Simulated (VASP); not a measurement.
# AlN (AlN (P6_3mc)) (P6_3mc) in VASP: further runs, part 2 of 2

VASP 6.6.1. Earlier steps stand in the parts before.

## 4. Single point, PBE

This run uses another cell than the first one: it holds 4 atoms, not 16.

File INCAR:

```
SYSTEM = AlN
PREC     = Accurate       ! precision mode
ENCUT    = 520            ! plane-wave cutoff, eV
EDIFF    = 1E-6           ! SCF threshold, eV
ISMEAR   = -1             ! smearing method
SIGMA    = 0.01           ! smearing width, eV
LREAL    = .False.        ! projectors in reciprocal space
LASPH    = .True.         ! aspherical terms in the spheres
NELM     = 60             ! most SCF steps
ALGO     = Normal         ! electronic algorithm
ISIF     = 2              ! what is computed and relaxed
LWAVE    = .False.        ! write WAVECAR
LCHARG   = .False.        ! write CHGCAR
GGA      = PE             ! functional
NBANDS   = 16             ! bands
```

File KPOINTS:

```
Automatic mesh
0
Gamma
  10 10 6
  0 0 0
```

File POSCAR:

```
AlN
1.0
    3.1297569663      0.0000000289      0.0000000000
   -1.5648785082      2.7104490260      0.0000000000
    0.0000000000      0.0000000000      5.0174032534
Al N
2 2
Direct
    0.6666666667      0.3333333333      0.4992353700
    0.3333333334      0.6666666667      0.9992353700
    0.6666666667      0.3333333333      0.8807646300
    0.3333333334      0.6666666667      0.3807646300
```

Potentials or basis: VASP PAW PBE potentials, release 64 (Al, N).

The run is started by

```console
$ cat potpaw_PBE.64/Al/POTCAR potpaw_PBE.64/N/POTCAR > POTCAR
$ mpirun -np 1 vasp_std > vasp.out
```

OUTCAR:

```text
SYSTEM = AlN
   PREC = Accurate
   ENCUT = 520
   EDIFF = 1E-6
   ISMEAR = -1
   LREAL = .False.
   LASPH = .True.
   NELM = 60
   ISIF = 2
   GGA = PE

 ion  position               nearest neighbor table
   1  0.667  0.333  0.499-   4 1.90   4 1.90   4 1.90   3 1.91   2 3.09   2 3.09   2 3.09   2 3.09
                             2 3.09   2 3.09
   2  0.333  0.667  0.999-   3 1.90   3 1.90   3 1.90   4 1.91   1 3.09   1 3.09   1 3.09   1 3.09
                             1 3.09   1 3.09
   3  0.667  0.333  0.881-   2 1.90   2 1.90   2 1.90   1 1.91
   4  0.333  0.667  0.381-   1 1.90   1 1.90   1 1.90   2 1.91

  LATTYP: Found a hexagonal cell.
 ALAT       =     3.1297569663
 C/A-ratio  =     1.6031287117

  Lattice vectors:

 A1 = (   3.1297569663,   0.0000000289,   0.0000000000)
 A2 = (  -1.5648785082,   2.7104490260,   0.0000000000)
 A3 = (   0.0000000000,   0.0000000000,   5.0174032534)

Analysis of symmetry for initial positions (statically):
=====================================================================
[... 173 lines left out ...]
  ---------------------------------------------------
  free energy    TOTEN  =       -29.78052112 eV

  energy without entropy =      -29.78052112  energy(sigma->0) =      -29.78052112

 E-fermi :   6.1626     XC(G=0): -10.8287

 val. band max:        5.9679176454   @ k =   0.0000   0.0000   0.0000
 cond. band min:      10.0150710577   @ k =   0.0000   0.0000   0.0000
 fundamental gap:      4.0471534123
 Fermi energy:         6.1626136949

 k-point     1 :       0.0000    0.0000    0.0000
  band No.  band energies     occupation
      1      -9.1017      2.00000
      2      -7.0179      2.00000
      3       0.0608      2.00000
      4       5.1229      2.00000
      5       5.1229      2.00000
      6       5.7654      2.00000
[... 433 lines left out ...]
      3       0.6342      2.00000
      4       1.6199      2.00000
      5       2.9481      2.00000
      6       3.7108      2.00000
[... 8 lines left out ...]
     15      18.4336      0.00000
     16      20.6668      0.00000

 [... further k-points ...]
[... 5 lines left out ...]
  --------------------------------------------------------------------------------------
  -------------------------------------------------------------------------------------
  Total       -0.0501353     -0.0501353     -0.0364513      0.0000000     -0.0000000      0.0000000
  in kB       -1.8872227     -1.8872227     -1.3721234      0.0000000     -0.0000000      0.0000000
  external PRESSURE =      -1.7155229 kB  Pullay stress =       0.0000000 kB

 VOLUME and BASIS-vectors are now :
 -----------------------------------------------------------------------------
  energy-cutoff  :      520.00
  volume of cell :       42.56
      direct lattice vectors                 reciprocal lattice vectors
     3.129756966  0.000000029  0.000000000     0.319513625  0.184471282  0.000000000
    -1.564878508  2.710449026  0.000000000    -0.000000003  0.368942557  0.000000000
     0.000000000  0.000000000  5.017403253     0.000000000  0.000000000  0.199306284

 POSITION                                       TOTAL-FORCE (eV/Angst)
 -----------------------------------------------------------------------------------
      1.56488      0.90348      2.50487         0.000000     -0.000000      0.000182
     -0.00000      1.80697      5.01357        -0.000000      0.000000      0.000182
      1.56488      0.90348      4.41915        -0.000000      0.000000     -0.000182
     -0.00000      1.80697      1.91045         0.000000     -0.000000     -0.000182
 -----------------------------------------------------------------------------------
    total drift:                               -0.000000     -0.000000      0.000505

  FREE ENERGIE OF THE ION-ELECTRON SYSTEM (eV)
  ---------------------------------------------------
  free  energy   TOTEN  =       -29.7805211238 eV

  energy  without entropy=      -29.7805211238  energy(sigma->0) =      -29.78052112
```

stdout:

```text
POSCAR found type information on POSCAR AlN
 POSCAR found :  2 types and       4 ions
 scaLAPACK will be used
 LDA part: xc-table for (Slater+PW92), standard interpolation
 POSCAR, INCAR and KPOINTS ok, starting setup
 FFT: planning ... GRIDC
 FFT: planning ... GRID_SOFT
 FFT: planning ... GRID
 WAVECAR not read
 entering main loop
```

Run time: 26 s. Hardware: 1 thread of Intel Xeon Platinum 8375C at 2.90GHz (Ice Lake), shared host; peak memory 0.17 GiB.

What came out:

```yaml
Free_energy: -29.7805 eV
Pressure: -0.2 GPa
Band_gap_on_the_k_mesh: 4.05 eV, direct
```

## 5. Relaxation of cell and atoms, PBE

This run uses another cell than the first one: it holds 4 atoms, not 16.

File INCAR:

```
PREC = Accurate ; ENCUT = 600
EDIFF = 1E-7 ; ISMEAR = 0
SIGMA = 0.01 ; LREAL = False
LASPH = True ; NELM = 100
ALGO = Normal ; ISIF = 3
LWAVE = False ; LCHARG = False
GGA = PE ; IBRION = 2
NSW = 80 ; EDIFFG = -0.005
```

File KPOINTS:

```
Automatic mesh
0
Gamma
  10 10 6
```

File POSCAR:

```
AlN
1.0
    3.1285881000      0.0000000000      0.0000000000
   -1.5642941000      2.7094368000      0.0000000000
    0.0000000000      0.0000000000      5.0169550000
Al N
2 2
Direct
    0.6666666700      0.3333333300      0.4992870000
    0.3333333300      0.6666666700      0.9992870000
    0.6666666700      0.3333333300      0.8807130000
    0.3333333300      0.6666666700      0.3807130000
```

The run is started by

```console
$ cat potpaw_PBE.64/Al/POTCAR potpaw_PBE.64/N/POTCAR > POTCAR
$ mpirun -np 1 vasp_std > vasp.out
```

Run time: 53 s. Hardware: 1 thread of Intel Xeon Platinum 8375C at 2.90GHz (Ice Lake), shared host; peak memory 0.19 GiB.

The run converged. Its results:

- Free energy: -29.7836 eV
- Relaxed volume: 10.62 Å³/atom
- Relaxed cell: a = 3.128 Å, b = 3.128 Å, c = 5.016 Å, α = 90.00°, β = 90.00°, γ = 120.00°
- Space group after relaxing (to 0.05 Å): P6_3mc (No. 186)
- Energy gained by relaxing: 0.0 meV/atom
- Ionic steps: 3
- Pressure after relaxing: 0.0 GPa
- Band gap on the k mesh: 4.06 eV, direct

Final structure:
```
Al N
1.0
     3.12776    0.00000    0.00000
    -1.56388    2.70872    0.00000
     0.00000    0.00000    5.01555
Al N
2 2
Direct
  0.66667 0.33333 0.49927
  0.33333 0.66667 0.99927
  0.66667 0.33333 0.88073
  0.33333 0.66667 0.38073
```

Levels at points of the mesh, in eV from the valence-band top:
```tsv
k point	band 4	band 5	band 6	band 7	band 8	band 9	band 10	band 11	band 12
(0.00, 0.00, 0.00)	-0.84	-0.84	-0.20	-0.20	0.00	4.06	6.53	10.47	11.05
(0.50, 0.00, 0.00)	-4.13	-3.30	-2.05	-1.75	-0.68	5.77	5.77	8.04	10.16
(0.00, 0.00, 0.50)	-3.30	-0.53	-0.53	-0.53	-0.53	6.33	6.33	10.18	10.18
(0.50, 0.00, 0.50)	-5.53	-1.44	-1.44	-1.35	-1.35	5.25	5.25	9.16	9.16
```

A k mesh can miss the band edges.

## 6. Relaxation of the atoms, PBE

File INCAR:

```
PREC = Accurate
ENCUT = 520
EDIFF = 1E-7
ISMEAR = 0
SIGMA = 0.01
LREAL = Auto
LASPH = True
NELM = 100
ALGO = Normal
ISIF = 2
LWAVE = False
LCHARG = False
GGA = PE
IBRION = 2
NSW = 100
EDIFFG = -0.03
```

File KPOINTS:

```
regular mesh
0
Gamma
  2 2 3
```

File POSCAR:

```
AlN
1.0
    6.2595139350      0.0000000600      0.0000000000
   -3.1297570150      5.4208980500      0.0000000000
    0.0000000000      0.0000000000      5.0174032533
Al N
8 8
Direct
    0.3333333350      0.1666666650      0.4992353700
    0.1666666650      0.3333333350      0.9992353700
    0.3333333350      0.6666666650      0.4992353700
    0.1666666650      0.8333333350      0.9992353700
    0.8333333350      0.1666666650      0.4992353700
    0.6666666650      0.3333333350      0.9992353700
    0.8333333350      0.6666666650      0.4992353700
    0.6666666650      0.8333333350      0.9992353700
    0.3333333350      0.1666666650      0.8807646300
    0.1666666650      0.3333333350      0.3807646300
    0.3333333350      0.6666666650      0.8807646300
    0.1666666650      0.8333333350      0.3807646300
    0.8333333350      0.1666666650      0.8807646300
    0.6666666650      0.3333333350      0.3807646300
    0.8333333350      0.6666666650      0.8807646300
    0.6666666650      0.8333333350      0.3807646300
```

Potentials or basis: VASP PAW PBE potentials, release 64 (Al, N).

The run is started by

```console
$ cat potpaw_PBE.64/Al/POTCAR potpaw_PBE.64/N/POTCAR > POTCAR
$ mpirun -np 1 vasp_std > vasp.out
```

Run time: 28 s. Hardware: 1 thread of Intel Xeon Platinum 8559C (Emerald Rapids), shared host; peak memory 0.3 GiB.

It converged, with:

* Free energy: -118.9913 eV
* Pressure after relaxing: -0.2 GPa
* Largest force after relaxing: 0.012 eV/Å
* Band gap on the k mesh: 4.04 eV

Forces on the atoms (eV/Å):
```
Al   0.000  0.000 -0.012
Al   0.000  0.000 -0.012
Al   0.000  0.000 -0.012
Al   0.000  0.000 -0.012
Al   0.000  0.000 -0.012
Al   0.000  0.000 -0.012
Al   0.000  0.000 -0.012
Al   0.000  0.000 -0.012
N    0.000  0.000  0.012
N    0.000  0.000  0.012
N    0.000  0.000  0.012
N    0.000  0.000  0.012
N    0.000  0.000  0.012
N    0.000  0.000  0.012
N    0.000  0.000  0.012
N    0.000  0.000  0.012
```

Stress tensor (GPa, compression positive):
```
-0.10  0.00  0.00
 0.00 -0.10  0.00
 0.00  0.00 -0.41
```

Final structure:
```
CELL_PARAMETERS angstrom
6.25951 0.00000 0.00000
-3.12976 5.42090 0.00000
0.00000 0.00000 5.01740
ATOMIC_POSITIONS crystal
Al 0.33333 0.16667 0.49924
Al 0.16667 0.33333 0.99924
Al 0.33333 0.66667 0.49924
Al 0.16667 0.83333 0.99924
Al 0.83333 0.16667 0.49924
Al 0.66667 0.33333 0.99924
Al 0.83333 0.66667 0.49924
Al 0.66667 0.83333 0.99924
N 0.33333 0.16667 0.88076
N 0.16667 0.33333 0.38076
N 0.33333 0.66667 0.88076
N 0.16667 0.83333 0.38076
N 0.83333 0.16667 0.88076
N 0.66667 0.33333 0.38076
N 0.83333 0.66667 0.88076
N 0.66667 0.83333 0.38076
```

Levels at points of the mesh, in eV from the valence-band top:
| k point | band 28 | band 29 | band 30 | band 31 | band 32 | band 33 | band 34 | band 35 | band 36 | band 37 |
| --- | --- | --- | --- | --- | --- | --- | --- | --- | --- | --- |
| (0.00, 0.00, 0.00) | -0.68 | -0.68 | -0.20 | -0.20 | 0.00 | 4.04 | 5.75 | 5.75 | 5.75 | 5.75 |
| (0.50, 0.00, 0.00) | -1.42 | -0.43 | -0.43 | -0.41 | -0.41 | 5.70 | 5.70 | 6.05 | 6.05 | 7.49 |

Caveat: the k points lie up to 0.58 Å⁻¹ apart; the relaxation stopped at its first step, so nothing moved.

## 7. Overview

| task | cell | k mesh | cutoff (eV) | smearing | gap on the mesh (eV) | pressure (GPa) | largest force (eV/Å) |
| --- | --- | --- | --- | --- | --- | --- | --- |
| single point | a = 6.260, b = 6.260, c = 5.017 Å, angles 90.0, 90.0, 120.0°, 16 atoms | 2 × 2 × 3 | 520 | gaussian 0.01 eV | 4.04 | -0.2 | 0.01 |
| single point | a = 6.260, b = 6.260, c = 5.017 Å, angles 90.0, 90.0, 120.0°, 16 atoms | 2 × 2 × 3 | 520 | fermi-dirac 0.01 eV | 4.04 | -0.2 | 0.01 |
| single point | a = 3.130, b = 3.130, c = 5.017 Å, angles 90.0, 90.0, 120.0°, 4 atoms | 10 × 10 × 6 | 520 | fermi-dirac 0.01 eV | 4.05 | -0.2 | - |
| relaxation of cell and atoms | relaxed from a = 3.129, b = 3.129, c = 5.017 Å, angles 90.0, 90.0, 120.0°, 4 atoms | 10 × 10 × 6 | 600 | gaussian 0.01 eV | 4.06 | 0.0 | - |
| relaxation of the atoms | atoms relaxed from a = 6.260, b = 6.260, c = 5.017 Å, angles 90.0, 90.0, 120.0°, 16 atoms | 2 × 2 × 3 | 520 | gaussian 0.01 eV | 4.04 | -0.2 | 0.01 |

Alike in all rows: level PBE; potentials or basis VASP PAW PBE potentials, release 64 (Al, N); no spin polarisation.

Caveats: some runs use coarse meshes; the relaxation stopped at its first step, so nothing moved (some runs).

Absolute energies hang on the potentials; compare differences alone.
